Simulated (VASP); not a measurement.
Runs of VASP 6.6.1 on AlIr. It takes space group Pm-3m (No. 221, cubic). Conventional cell: a = 2.995 Å, b = 2.995 Å, c = 2.995 Å, α = 90.00°, β = 90.00°, γ = 90.00°. Al (site symmetry m-3m) has 8 Ir at 2.59 Å and 6 Al at 2.99 Å within 3.4 Å. Ir (site symmetry m-3m) has 8 Al at 2.59 Å and 6 Ir at 2.99 Å within 3.4 Å. 

| spin | fixed moment (μB) | pressure (GPa) | moment (μB) |
| --- | --- | --- | --- |
| collinear | 0.2 | (a) | 0.20 |
| collinear | 1.2 | 4.8 | 1.20 |
| collinear | 0.6 | (b) | 0.60 |
| collinear, zero start | 0.0 | -6.4 | 0.00 |
| collinear | 0.4 | -4.0 | 0.40 |

Alike in all rows: task single point; level LDA; potentials or basis VASP PAW LDA potentials, release 64 (Al, Ir_sv_GW); cell as given; k mesh 11 × 11 × 11; cutoff (eV) 560; smearing fermi-dirac 0.03 eV.

Fill in the values left out.

(a) -5.6; (b) -2.2.

Caveats: the total moment is fixed, so each spin has its own Fermi level and the state may be an excited one (at least some runs); the cell stands under tension (at least some runs); the cell stands under pressure (at least some runs); the total moment is fixed, so each spin has its own Fermi level (at least some runs).
